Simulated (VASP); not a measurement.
Here is a VASP 6.6.1 calculation.

File INCAR:

```
PREC = Accurate ; ENCUT = 520
EDIFF = 1E-6 ; ISMEAR = 0
SIGMA = 0.05 ; LREAL = False
LASPH = True ; NELM = 100
ALGO = Normal ; ISIF = 2
LWAVE = False ; LCHARG = False
GGA = PE ; NBANDS = 31
```

File KPOINTS:

```
Automatic mesh
0
Gamma
  6 6 8
```

File POSCAR:

```
HfO2
1.0
    4.8407009752      0.0000000000      0.0000000000
    0.0000000000      4.8407009752      0.0000000000
    0.0000000000      0.0000000000      3.2110151318
Hf O
2 4
Direct
    0.0000000000      0.0000000000     -0.0417864770
    0.5000000000      0.5000000000      0.5417864770
    0.1948161092      0.8051838908      0.4865900157
    0.3051838908      0.3051838908      0.0134099843
    0.6948161092      0.6948161092      0.0134099843
    0.8051838908      0.1948161092      0.4865900157
```

Potentials or basis: VASP PAW PBE potentials, release 64 (Hf_pv, O).

The run is started by

```sh
$ cat potpaw_PBE.64/Hf_pv/POTCAR potpaw_PBE.64/O/POTCAR > POTCAR
$ mpirun -np 1 vasp_std > vasp.out
```

Task: Estimate the largest force.

Result: 0.927 eV/Å.

Task: What does it give for the pressure?

Result: 3.5 GPa.

Task: Estimate the band gap on the k mesh.

Result: 4.05 eV, direct.

Stress tensor (GPa, compression positive):
```
2.84 0.00 0.00
0.00 2.84 0.00
0.00 0.00 4.69
```

Caveat: spin-orbit coupling is left out, which moves the levels of the heavy elements. A k mesh can miss the band edges.
